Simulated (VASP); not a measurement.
Input of a VASP 6.6.1 run:

Contents of INCAR:

```
SYSTEM = InSb3
PREC = Accurate
ENCUT = 600
EDIFF = 1E-7
ISMEAR = -1
SIGMA = 0.05
LREAL = .FALSE.
LASPH = .TRUE.
NELM = 100
ALGO = Normal
ISIF = 3
LWAVE = .FALSE.
LCHARG = .FALSE.
GGA = PS
IBRION = 2
NSW = 60
EDIFFG = -0.01
```

The input KPOINTS:

```
Automatic mesh
0
G
  6 6 6
  0 0 0
```

Contents of POSCAR:

```
InSb3
1.0
    4.8063670000      0.0000000000      0.0000000000
    0.0000000000      4.8063670000      0.0000000000
    0.0000000000      0.0000000000      4.8063670000
Sb In
3 1
Direct
    0.5000000000      0.5000000000      0.0000000000
    0.0000000000      0.5000000000      0.5000000000
    0.5000000000      0.0000000000      0.5000000000
    0.0000000000      0.0000000000      0.0000000000
```

Potentials or basis: VASP PAW PBE potentials, release 64 (Sb, In_d).

The run is started by

```sh
$ cat potpaw_PBE.64/Sb/POTCAR potpaw_PBE.64/In_d/POTCAR > POTCAR
$ mpirun -np 1 vasp_std > vasp.out
```

**Question.** What does it give for the relaxed cell?

**Answer.** a = 4.726 Å, b = 4.726 Å, c = 4.726 Å, α = 90.00°, β = 90.00°, γ = 90.00°.

**Question.** Predict the space group after relaxing (to 0.1 Å).

**Answer.** Pm-3m (No. 221).

Final structure:
```
Sb In
1.0
     4.72631    0.00000    0.00000
     0.00000    4.72631    0.00000
     0.00000    0.00000    4.72631
Sb In
3 1
Direct
  0.50000 0.50000 0.00000
  0.00000 0.50000 0.50000
  0.50000 0.00000 0.50000
  0.00000 0.00000 0.00000
```
